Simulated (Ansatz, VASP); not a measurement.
# One calculation of CuO, two programs

INCAR

```
SYSTEM = CuO
PREC     = Accurate       ! precision mode
ENCUT    = 520            ! plane-wave cutoff, eV
EDIFF    = 1E-6           ! SCF threshold, eV
ISMEAR   = -1             ! smearing method
SIGMA    = 0.05           ! smearing width, eV
LREAL    = .False.        ! projectors in reciprocal space
LASPH    = .True.         ! aspherical terms in the spheres
NELM     = 60             ! most SCF steps
ALGO     = Normal         ! electronic algorithm
ISIF     = 2              ! what is computed and relaxed
LWAVE    = .False.        ! write WAVECAR
LCHARG   = .False.        ! write CHGCAR
GGA      = PS             ! functional
IVDW     = 13             ! dispersion correction
NBANDS   = 25             ! bands
```

KPOINTS

```
regular mesh
0
Gamma
  10 10 5
  0 0 0
```

File POSCAR:

```
CuO
1.0
    2.2940437287     -1.6763657078      0.0000000000
    2.2940437287      1.6763657078      0.0000000000
   -0.8326750593      0.0000000000      4.9546185987
Cu O
2 2
Direct
    0.5000000000      0.0000000000      0.5000000000
    0.0000000000      0.5000000000      0.0000000000
    0.4184000000      0.5816000000      0.7500000000
    0.5816000000      0.4184000000      0.2500000000
```

input.yaml

```yaml
crystal:
  lattice:
    - [2.2940437287, -1.6763657078, 0.0]
    - [2.2940437287, 1.6763657078, 0.0]
    - [-0.8326750593, 0.0, 4.9546185987]
  atoms:
    - { symbol: Cu, position: [0.5, 0.0, 0.5] }
    - { symbol: Cu, position: [0.0, 0.5, 0.0] }
    - { symbol: O, position: [0.4184, 0.5816, 0.75] }
    - { symbol: O, position: [0.5816, 0.4184, 0.25] }
hamiltonian:
  xc: pbesol
  pseudopotentials: { kind: paw }
  dispersion: d4
kpoints:
  mp_grid: { grid: [10, 10, 5] }
scf:
  occupations: { method: fermi_dirac, width: 0.05 }
output:
  forces: true
  stress: true
  eigenvalues: true
  write_density: true
  write_potential: true
  elf: true
  volumetric_format: npy
```

Alike in both runs: task single point; functional PBEsol; dispersion D4; k mesh 10 × 10 × 5; occupations fermi-dirac, width 0.05 eV; no spin polarisation.

|  | VASP | Ansatz |
| --- | --- | --- |
| version | VASP 6.6.1 | Ansatz 0.2.0 |
| potentials or method | VASP PAW PBE potentials, release 64 (Cu, O) | Ansatz PAW |
| plane-wave cutoff (eV) | 520 | 420 |
| valence electrons in the cell | 34 | 50 |

VASP gave:

| Item | Value |
| --- | --- |
| gap on the k mesh at the Fermi level (eV) | none |
| pressure (GPa) | 7.7 |
| traceless stress, the component that is largest in VASP (GPa) | -2.28 |
| rms of the force components (eV/Å) | 0.044 |

Q: Which values does Ansatz return?

A: gap on the k mesh at the Fermi level (eV): none; pressure (GPa): 6.9; traceless stress, the component that is largest in VASP (GPa): -2.18; rms of the force components (eV/Å): 0.063.

VASP's potentials were made for PBE, not for PBEsol. Atom by atom the forces differ by 0.019 eV/Å (rms over components). A gap of «none» marks a metal or a gap that the smearing closes. VASP's potentials hold 34 valence electrons a cell and Ansatz's 50, so a difference there can come from the potentials and not from the codes.
